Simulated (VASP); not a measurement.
H24C7SO7, 39 atoms in the cell. The cell holds an amorphous packing of atoms, 39 atoms: a = 8.575 Å, b = 8.575 Å, c = 8.575 Å, α = 90.00°, β = 90.00°, γ = 90.00°. 

| Property | Result |
| --- | --- |
| Program | VASP 6.6.1 |
| Task | single point |
| Functional | PBE |
| Dispersion | D3(BJ) |
| Potentials or basis | VASP PAW PBE potentials, release 64 (O, C, S, H) |
| Cutoff | 520 eV |
| k mesh | 1 × 1 × 1 |
| Occupations | fermi-dirac, width 0.05 eV |
| Spin | no spin polarisation |
| Dipole correction | no |
| Further INCAR settings | LREAL = Auto; ALGO = Normal; EDIFF = 1e-07; NBANDS = 75 |

Potentials or basis: VASP PAW PBE potentials, release 64 (O, C, S, H).

Run with:

```console
$ cat potpaw_PBE.64/O/POTCAR potpaw_PBE.64/C/POTCAR potpaw_PBE.64/S/POTCAR potpaw_PBE.64/H/POTCAR > POTCAR
$ mpirun -np 1 vasp_gam > vasp.out
```

Hardware: 1 thread of Intel(R) Xeon(R) Platinum 8488C (Sapphire Rapids), on a shared host.

Q: Estimate the wall time of this run.

A: Wall time 59 s on 1 thread of Intel(R) Xeon(R) Platinum 8488C (Sapphire Rapids), on a shared host, peak memory 0.53 GiB. Counts: scf iterations 20, k points 1.
